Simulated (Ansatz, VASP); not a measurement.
Two plane-wave programs on Rb2H3

```
CELL_PARAMETERS angstrom
2.47347 1.42806 4.71989
-2.47347 1.42806 4.71989
0.00000 -2.85611 4.71989
ATOMIC_POSITIONS crystal
Rb 0.29262 0.29262 0.29262
Rb 0.70738 0.70738 0.70738
H 0.42533 0.42533 0.42533
H 0.57467 0.57467 0.57467
H 0.50000 0.50000 0.50000
```

Alike in both runs: task single point; functional PBE; k mesh 6 × 6 × 6; occupations gaussian, width 0.1 eV; no spin polarisation.

|  | VASP | Ansatz |
| --- | --- | --- |
| version | VASP 6.6.1 | Ansatz 0.2.0 |
| potentials or method | VASP PAW PBE potentials, release 64 (Rb_sv, H), cutoff 520 eV | scalar-relativistic, plane waves, PAW |
| valence electrons in the cell | 21 | 21 |

|  | VASP | Ansatz | Ansatz less VASP |
| --- | --- | --- | --- |
| gap on the k mesh at the Fermi level (eV) | none | none | - |
| pressure (GPa) | 11.3 | 11.2 | -0.09 |
| traceless stress, the component that is largest in VASP (GPa) | 11.81 | 11.69 | -0.113 |
| rms of the force components (eV/Å) | 2.100 | 2.074 | -0.0253 |

Atom by atom the forces differ by 0.026 eV/Å (rms over components). A gap of «none» marks a metal or a gap that the smearing closes. The functional is the same, so the differences come from potentials, cutoffs and numerics.
